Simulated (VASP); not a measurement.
A run of VASP 6.6.1:

Contents of INCAR:

```
SYSTEM = Sr
PREC = Accurate ; ENCUT = 520
EDIFF = 1E-6 ; ISMEAR = -1
SIGMA = 0.1 ; LREAL = .False.
LASPH = .True. ; NELM = 60
ALGO = Normal ; ISIF = 2
LWAVE = .False. ; LCHARG = .False.
GGA = RP ; NBANDS = 28
```

The input KPOINTS:

```
Automatic mesh
0
Gamma
  10 10 3
  0 0 0
```

Contents of POSCAR:

```
Sr
1.0
    4.2963985052      0.0000000000      0.0000000000
   -2.1481992526      3.7207902503      0.0000000000
    0.0000000000      0.0000000000     14.0649097063
Sr
4
Direct
    1.0000000000      1.0000000000      0.0000000000
    1.0000000000      1.0000000000      0.5000000000
    0.3333333333      0.6666666667      0.2500000000
    0.6666666667      0.3333333333      0.7500000000
```

Potentials or basis: VASP PAW PBE potentials, release 64 (Sr_sv).

Launch:

```sh
$ cat potpaw_PBE.64/Sr_sv/POTCAR > POTCAR
$ mpirun -np 1 vasp_std > vasp.out
```

Hardware: 1 thread of Oxide Virtual Turin-like Processor, on a shared host.

Task: Estimate the wall time of this run.

Result: It took 4.3 min on 1 thread of Oxide Virtual Turin-like Processor, with other jobs on the host, peak memory 0.35 GiB. Counts: scf iterations 13, k points 28.
